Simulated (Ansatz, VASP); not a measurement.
## Te in VASP and in Ansatz

Contents of INCAR:

```
SYSTEM = Te
PREC     = Accurate       ! precision mode
ENCUT    = 520            ! plane-wave cutoff, eV
EDIFF    = 1E-7           ! SCF threshold, eV
ISMEAR   = -1             ! smearing method
SIGMA    = 0.05           ! smearing width, eV
LREAL    = .False.        ! projectors in reciprocal space
LASPH    = .True.         ! aspherical terms in the spheres
NELM     = 60             ! most SCF steps
ALGO     = Normal         ! electronic algorithm
ISIF     = 2              ! what is computed and relaxed
LWAVE    = .False.        ! write WAVECAR
LCHARG   = .False.        ! write CHGCAR
GGA      = CA             ! functional
NBANDS   = 16             ! bands
```

KPOINTS

```
regular mesh
0
Gamma
  8 8 5
  0 0 0
```

Contents of POSCAR:

```
Te
1.0
    4.2966332825      0.0000000000      0.0000000000
   -2.1483166412      3.7209935734      0.0000000000
    0.0000000000      0.0000000000      5.9041060663
Te
3
Direct
    0.2855404168      1.0000000000      0.3333333333
    1.0000000000      0.2855404168      0.6666666667
    0.7144595832      0.7144595832      1.0000000000
```

Input for Ansatz:

```yaml
crystal:
  lattice:
    - [4.2966332825, 0.0, 0.0]
    - [-2.1483166412, 3.7209935734, 0.0]
    - [0.0, 0.0, 5.9041060663]
  atoms:
    - { symbol: Te, position: [0.2855404168, 1.0, 0.3333333333] }
    - { symbol: Te, position: [1.0, 0.2855404168, 0.6666666667] }
    - { symbol: Te, position: [0.7144595832, 0.7144595832, 1.0] }
hamiltonian:
  xc: lda
  pseudopotentials:
    kind: paw
    azcp:
      Te: "pseudopotentials/Te.paw.azcp"
basis:
  ecutwfc: 420
  fft_grid_basis: typed
kpoints:
  mp_grid: { grid: [8, 8, 5], shift: [0, 0, 0] }
magnetization:
  spin_polarized: false
scf:
  occupations: { method: fermi_dirac, width: 0.05 }
  lower_state_search: "off"
output:
  stress: true
```

Alike in both runs: task single point; functional LDA; k mesh 8 × 8 × 5; occupations fermi-dirac, width 0.05 eV; no spin polarisation.

|  | VASP | Ansatz |
| --- | --- | --- |
| version | VASP 6.6.1 | Ansatz 0.2.0 |
| potentials or method | VASP PAW LDA potentials, release 64 (Te), cutoff 520 eV | plane waves (420 eV) with PAW, scalar-relativistic |
| valence electrons in the cell | 18 | 48 |

Ansatz gave:

| Item | Value |
| --- | --- |
| pressure (GPa) | -0.1 |
| traceless stress, the component that is largest in VASP (GPa) | 0.15 |

Q: What did VASP give for the same quantities?

A: Pressure (GPa): 0.0; traceless stress, the component that is largest in VASP (GPa): 0.21.

Ansatz warns that its potentials were made for another functional, while VASP's fit it. LDA's correlation is that of Perdew and Zunger in VASP and of Perdew and Wang (1992) in Ansatz. VASP's potentials hold 18 valence electrons a cell and Ansatz's 48, so a difference there can come from the potentials and not from the codes.

Neither program's run includes spin-orbit coupling.
